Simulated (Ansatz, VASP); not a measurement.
Ti2RuC3: VASP beside Ansatz

```
Ti Ru C
1.0
     5.28195    0.00000    0.00492
     0.00000    3.14591    0.00000
    -0.11093    0.00000    7.28489
Ti Ru C
4 2 6
Direct
  0.92040 0.25000 0.66752
  0.42378 0.75000 0.67881
  0.07960 0.75000 0.33248
  0.57622 0.25000 0.32119
  0.21694 0.25000 0.00264
  0.78306 0.75000 0.99736
  0.25178 0.25000 0.49767
  0.74822 0.75000 0.50233
  0.91171 0.25000 0.16956
  0.41365 0.75000 0.14906
  0.08829 0.75000 0.83044
  0.58635 0.25000 0.85094
```

Change from the starting cell: the structure that the rattled cell fell into.

Alike in both runs: functional PBE; k mesh 6 × 10 × 4; occupations gaussian, width 0.1 eV; no spin polarisation.

Ansatz relaxed the structure, and its values are those at the end. VASP's run is a single point on that final structure, the one shown.

|  | VASP | Ansatz |
| --- | --- | --- |
| version | VASP 6.6.1 | Ansatz 0.2.0 |
| potentials or method | VASP PAW PBE potentials, release 64 (Ti_sv, Ru_pv, C), cutoff 520 eV | scalar-relativistic, plane waves, PAW |
| valence electrons in the cell | 100 | 104 |

|  | VASP | Ansatz | Ansatz less VASP |
| --- | --- | --- | --- |
| gap on the k mesh at the Fermi level (eV) | none | none | - |
| pressure (GPa) | 0.2 | 0.0 | -0.22 |
| rms of the force components (eV/Å) | 0.007 | 0.001 | -0.0056 |

A gap of «none» marks a metal or a gap that the smearing closes. VASP's potentials hold 100 valence electrons a cell and Ansatz's 104, so a difference there can come from the potentials and not from the codes.
